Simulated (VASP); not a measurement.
# MgO (Fm-3m) in VASP: single point with r2SCAN

Aim: the single point of MgO with r2SCAN.

Everything below comes from runs of VASP 6.6.1. Logs are shortened: lines on timing, memory, paths and dates and some standing lists are left out, and cuts for length are marked.

### 1 The cell of the first run

Symmetry: Fm-3m, No. 225, cubic system. Conventional cell: a = 4.446 Å, b = 4.446 Å, c = 4.446 Å, α = 90.00°, β = 90.00°, γ = 90.00°. Within 2.9 Å of Mg (site symmetry m-3m) lie 6 O at 2.22 Å. O (site symmetry m-3m) has 6 Mg at 2.22 Å within 2.9 Å.

### 2 Single point, r2SCAN

Contents of POSCAR:

```
MgO
1.0
    0.0000000000      2.2228920000      2.2228920000
    2.2228920000      0.0000000000      2.2228920000
    2.2228920000      2.2228920000      0.0000000000
Mg O
1 1
Direct
    0.0000000000      0.0000000000      0.0000000000
    0.5000000000      0.5000000000      0.5000000000
```

Contents of INCAR.step1:

```
  PREC = Accurate
  ENCUT = 520
  ISMEAR = 1
  SIGMA = 0.0448
  LREAL = F
  LASPH = T
  NELM = 80
  NBANDS = 11
  GGA = PE
  ALGO = Normal
  EDIFF = 1E-4
  LWAVE = T
  LCHARG = F
```

Contents of INCAR.step2:

```
  PREC = Accurate
  ENCUT = 520
  EDIFF = 1E-6
  ISMEAR = 1
  SIGMA = 0.0448
  LREAL = F
  LASPH = T
  NELM = 80
  ALGO = Normal
  ISIF = 2
  LWAVE = F
  LCHARG = T
  METAGGA = R2SCAN
  LMIXTAU = T
  LELF = T
  LVHAR = T
  NBANDS = 11
  ISTART = 1
```

Contents of KPOINTS:

```
Automatic mesh
0
Gamma
  10 10 10
```

Potentials or basis: VASP PAW PBE potentials, release 64 (Mg, O).

On the command line:

```
$ cat potpaw_PBE.64/Mg/POTCAR potpaw_PBE.64/O/POTCAR > POTCAR
$ cp INCAR.step1 INCAR
$ mpirun -np 1 vasp_std > vasp.out
$ cp INCAR.step2 INCAR
$ mpirun -np 1 vasp_std > vasp.out
```

OUTCAR:

```text
PREC = Accurate
   ENCUT = 520
   EDIFF = 1E-6
   ISMEAR = 1
   LREAL = F
   LASPH = T
   NELM = 80
   ISIF = 2
   METAGGA = R2SCAN
   ISTART = 1

 ion  position               nearest neighbor table
   1  0.000  0.000  0.000-   2 2.22   2 2.22   2 2.22   2 2.22   2 2.22   2 2.22
   2  0.500  0.500  0.500-   1 2.22   1 2.22   1 2.22   1 2.22   1 2.22   1 2.22

  LATTYP: Found a face centered cubic cell.
 ALAT       =     4.4457840000

  Lattice vectors:

 A1 = (   0.0000000000,   2.2228920000,   2.2228920000)
 A2 = (   2.2228920000,   0.0000000000,   2.2228920000)
 A3 = (   2.2228920000,   2.2228920000,   0.0000000000)

Analysis of symmetry for initial positions (statically):
=====================================================================
 Subroutine PRICEL returns:
 Original cell was already a primitive cell.

 Routine SETGRP: Setting up the symmetry group for a
 face centered cubic supercell.

 Subroutine GETGRP returns: Found 48 space group operations
 (whereof 48 operations were pure point group operations)
 out of a pool of 48 trial point group operations.

The static configuration has the point symmetry O_h .

Analysis of symmetry for dynamics (positions and initial velocities):
=====================================================================
 Subroutine PRICEL returns:
 Original cell was already a primitive cell.

 Routine SETGRP: Setting up the symmetry group for a
 face centered cubic supercell.

 Subroutine GETGRP returns: Found 48 space group operations
 (whereof 48 operations were pure point group operations)
 out of a pool of 48 trial point group operations.

The dynamic configuration has the point symmetry O_h .

 Subroutine INISYM returns: Found 48 space group operations
 (whereof 48 operations are pure point group operations),
 and found     1 'primitive' translations

----------------------------------------------------------------------------------------

                                     Primitive cell

  volume of cell :      21.9677

  direct lattice vectors                    reciprocal lattice vectors
     0.000000000  2.222892000  2.222892000    -0.224932205  0.224932205  0.224932205
     2.222892000  0.000000000  2.222892000     0.224932205 -0.224932205  0.224932205
     2.222892000  2.222892000  0.000000000     0.224932205  0.224932205 -0.224932205

  length of vectors
     3.143644014  3.143644014  3.143644014     0.389594008  0.389594008  0.389594008

  position of ions in fractional coordinates (direct lattice)
     0.000000000  0.000000000  0.000000000
     0.500000000  0.500000000  0.500000000

  ion indices of the primitive-cell ions
   primitive index   ion index
                 1           1
                 2           2

----------------------------------------------------------------------------------------

 KPOINTS: Automatic mesh

Automatic generation of k-mesh.
 Grid dimensions read from file:
 generate k-points for:   10   10   10

 Generating k-lattice:

  Cartesian coordinates                     Fractional coordinates (reciprocal lattice)
    -0.022493221  0.022493221  0.022493221     0.100000000  0.000000000  0.000000000
     0.022493221 -0.022493221  0.022493221     0.000000000  0.100000000  0.000000000
     0.022493221  0.022493221 -0.022493221     0.000000000  0.000000000  0.100000000

  Length of vectors
     0.038959401  0.038959401  0.038959401

  Shift w.r.t. Gamma in fractional coordinates (k-lattice)
     0.000000000  0.000000000  0.000000000

 Subroutine IBZKPT returns following result:
 ===========================================

 Found     47 irreducible k-points:

 Following reciprocal coordinates:
            Coordinates               Weight
  0.000000  0.000000  0.000000      1.000000
  0.100000  0.000000  0.000000      8.000000
  0.200000  0.000000  0.000000      8.000000
  0.300000  0.000000  0.000000      8.000000
  0.400000  0.000000  0.000000      8.000000
  0.500000  0.000000  0.000000      4.000000
[... 16 lines left out ...]
  0.300000  0.300000  0.000000      6.000000
  0.400000  0.300000  0.000000     24.000000
 [... further k-points ...]
   k-points           NKPTS =     47   k-points in BZ     NKDIM =     47   number of bands    NBANDS=     11
   number of dos      NEDOS =    301   number of ions     NIONS =      2
   total plane-waves  NPLWV =  13824
   dimension x,y,z NGX =    24 NGY =   24 NGZ =   24
   dimension x,y,z NGXF=    48 NGYF=   48 NGZF=   48
   ions per type =               1   1
   NGX,Y,Z   is equivalent  to a cutoff of  12.69, 12.69, 12.69 a.u.
   NGXF,Y,Z  is equivalent  to a cutoff of  25.38, 25.38, 25.38 a.u.
 SYSTEM =  unknown system
   PREC   = accura    normal or accurate (medium, high low for compatibility)
   ISTART =      1    job   : 0-new  1-cont  2-samecut
   ICHARG =      0    charge: 1-file 2-atom 10-const
   ISPIN  =      1    spin polarized calculation?
   LNONCOLLINEAR =      F non collinear calculations
   LSORBIT =      F    spin-orbit coupling
   LASPH  =      T    aspherical Exc in radial PAW
   ENCUT  =  520.0 eV  38.22 Ry    6.18 a.u.   5.85  5.85  5.85*2*pi/ulx,y,z
   NELM   =     80;   NELMIN=  2; NELMDL=  0     # of ELM steps
   EDIFF  = 0.1E-05   stopping-criterion for ELM
   LREAL  =      F    real-space projection
   EDIFFG = 0.1E-04   stopping-criterion for IOM
   NSW    =      0    number of steps for IOM
   IBRION =     -1    ionic relax: 0-MD 1-quasi-New 2-CG
   NFREE  =      0    steps in history (QN), initial steepest desc. (CG)
   ISIF   =      2    stress and relaxation
   ISYM   =      2    0-nonsym 1-usesym 2-fastsym
   POTIM  = 0.5000    time-step for ionic-motion
   TEBEG  =    0.0;   TEEND  =   0.0 temperature during run
   PSTRESS=    0.0 pullay stress
   NELECT =       8.0000    total number of electrons
   NUPDOWN=      -1.0000    fix difference up-down
   EMIN   =  10.00;   EMAX   =-10.00  energy-range for DOS
   EFERMI =   0.00;   METHOD = LEGACY
   ISMEAR =     1;   SIGMA  =   0.04  broadening in eV -4-tet -1-fermi 0-gaus
   EFERMI_NEDOS =   21; number of points for ismear=-14 and -15
   IALGO  =     38    algorithm
   IMIX   =      4    mixing-type and parameters
     AMIX     =   0.40;   BMIX     =  1.00
     AMIX_MAG =   1.60;   BMIX_MAG =  1.00
  volume/ion in A,a.u.               =      10.98        74.12
  Fermi-wavevector in a.u.,A,eV,Ry     =   1.169077  2.209235 18.595642  1.366741
  Thomas-Fermi vector in A             =   2.305555
   LORBIT       =      0    0 simple, 1 ext, 2 COOP (PROOUT), +10 PAW based schemes
   METAGGA = R2SCAN    functional components
   LHFCALC =     F    Hartree Fock is set to
   AEXX    =    0.0000 exact exchange contribution
   IVDW    =     0    specifies the selected vdW correction
   LEPSILON=     F    determine dielectric tensor
   LRPA    =     F    only Hartree local field effects (RPA)
 non-spin polarized calculation
 Methfessel and Paxton  Order N= 1 SIGMA  =   0.04
  energy-cutoff  :      520.00
  volume of cell :       21.97
 maximum number of plane-waves:       609
   NGX = 11   NGY = 11   NGZ = 11

 number of electron       7.9999999 magnetization

 Free energy of the ion-electron system (eV)
  ---------------------------------------------------
  ext. energy  EPLUGINS =         0.00000000
  ---------------------------------------------------
  free energy    TOTEN  =       -15.90122062 eV

  energy without entropy =      -15.90126499  energy(sigma->0) =      -15.90123541

 E-fermi :   1.7176     XC(G=0): -10.7877

 val. band max:        1.6923607902   @ k =   0.0000   0.0000   0.0000
 cond. band min:       5.8125596711   @ k =   0.0000   0.0000   0.0000
 fundamental gap:      4.1201988808
 Fermi energy:         1.7175606643

 k-point     1 :       0.0000    0.0000    0.0000
  band No.  band energies     occupation
      1     -15.7650      2.00000
      2       1.6924      1.80496
      3       1.6924      1.80496
      4       1.6924      1.80495
      5       5.8126      0.00000
      6      17.5583      0.00000
      7      17.5583      0.00000
      8      17.5583      0.00000
      9      21.2626      0.00000
     10      22.8655      0.00000
     11      22.8655      0.00000

 k-point     2 :       0.1000    0.0000    0.0000
  band No.  band energies     occupation
      1     -15.6879      2.00000
      2       1.1022      2.00000
      3       1.6400      2.03447
      4       1.6400      2.03447
      5       6.4318      0.00000
      6      16.3533      0.00000
      7      17.7494      0.00000
      8      17.7494      0.00000
      9      21.8916      0.00000
     10      21.8916      0.00000
     11      22.6247      0.00000

 k-point     3 :       0.2000    0.0000    0.0000
  band No.  band energies     occupation
      1     -15.4799      2.00000
      2      -0.0549      2.00000
      3       1.5068      2.00000
      4       1.5068      2.00000
      5       7.6392      0.00000
      6      14.8013      0.00000
      7      18.0556      0.00000
      8      18.0556      0.00000
      9      21.1909      0.00000
     10      21.1909      0.00000
     11      22.8155      0.00000

 k-point     4 :       0.3000    0.0000    0.0000
  band No.  band energies     occupation
      1     -15.2060      2.00000
      2      -1.1720      2.00000
      3       1.3490      2.00000
      4       1.3490      2.00000
      5       8.7175      0.00000
      6      13.8746      0.00000
      7      17.9233      0.00000
      8      17.9233      0.00000
      9      21.7111      0.00000
     10      21.7111      0.00000
     11      22.2256      0.00000
[... 239 lines left out ...]
 k-point    22 :      -0.2000    0.2000    0.0000
  band No.  band energies     occupation
      1     -15.1230      2.00000
      2      -1.0053      2.00000
      3       0.5881      2.00000
      4       1.3537      2.00000
      5       9.5320      0.00000
      6      13.6859      0.00000
      7      16.1424      0.00000
      8      18.7515      0.00000
      9      20.0346      0.00000
     10      22.4807      0.00000
     11      25.2251      0.00000

 k-point    23 :       0.3000    0.3000    0.0000
  band No.  band energies     occupation
      1     -15.0580      2.00000
      2      -1.0340      2.00000
      3       0.8956      2.00000
      4       0.8956      2.00000
      5       9.8598      0.00000
      6      12.6563      0.00000
      7      15.5313      0.00000
      8      18.9112      0.00000
      9      18.9112      0.00000
     10      25.3225      0.00000
     11      27.3549      0.00000

 k-point    24 :       0.4000    0.3000    0.0000
  band No.  band energies     occupation
      1     -14.8877      2.00000
      2      -1.3769      2.00000
      3       0.5931      2.00000
      4       0.7702      2.00000
      5      10.6411      0.00000
      6      12.3040      0.00000
      7      14.7510      0.00000
      8      19.0407      0.00000
      9      19.2336      0.00000
     10      25.9515      0.00000
     11      26.9487      0.00000

 [... further k-points ...]
[... 5 lines left out ...]
  --------------------------------------------------------------------------------------
  -------------------------------------------------------------------------------------
  Total       -2.8532708     -2.8532708     -2.8532708      0.0000000      0.0000000      0.0000000
  in kB     -208.0982762   -208.0982762   -208.0982762      0.0000000      0.0000000      0.0000000
  external PRESSURE =    -208.0982762 kB  Pullay stress =       0.0000000 kB

 VOLUME and BASIS-vectors are now :
 -----------------------------------------------------------------------------
  energy-cutoff  :      520.00
  volume of cell :       21.97
      direct lattice vectors                 reciprocal lattice vectors
     0.000000000  2.222892000  2.222892000    -0.224932205  0.224932205  0.224932205
     2.222892000  0.000000000  2.222892000     0.224932205 -0.224932205  0.224932205
     2.222892000  2.222892000  0.000000000     0.224932205  0.224932205 -0.224932205

 POSITION                                       TOTAL-FORCE (eV/Angst)
 -----------------------------------------------------------------------------------
      0.00000      0.00000      0.00000         0.000000      0.000000      0.000000
      2.22289      2.22289      2.22289        -0.000000     -0.000000     -0.000000
 -----------------------------------------------------------------------------------
    total drift:                               -0.000000     -0.000000      0.000000

  FREE ENERGIE OF THE ION-ELECTRON SYSTEM (eV)
  ---------------------------------------------------
  free  energy   TOTEN  =       -15.9012206217 eV

  energy  without entropy=      -15.9012649872  energy(sigma->0) =      -15.90123541
```

Wall time 18 s (1 thread of Intel Xeon 6975P-C (Granite Rapids), shared host); peak memory 0.15 GiB.

What came out:

```yaml
Free_energy: -15.9012 eV
Pressure: -20.8 GPa
Band_gap_on_the_k_mesh: 4.12 eV, direct
```

Levels at points of the mesh, in eV from the valence-band top:
```
           k point  band 2  band 3  band 4  band 5  band 6  band 7
(0.00, 0.00, 0.00)    0.00    0.00    0.00    4.12   15.87   15.87
(0.50, 0.00, 0.00)   -3.94   -0.51   -0.51    7.77   11.94   15.76
(0.50, 0.50, 0.00)   -3.47   -1.16   -1.16    9.34    9.76   12.57
```

Caveat: the PAW data sets were made with another functional, which shifts forces and pressure a little.
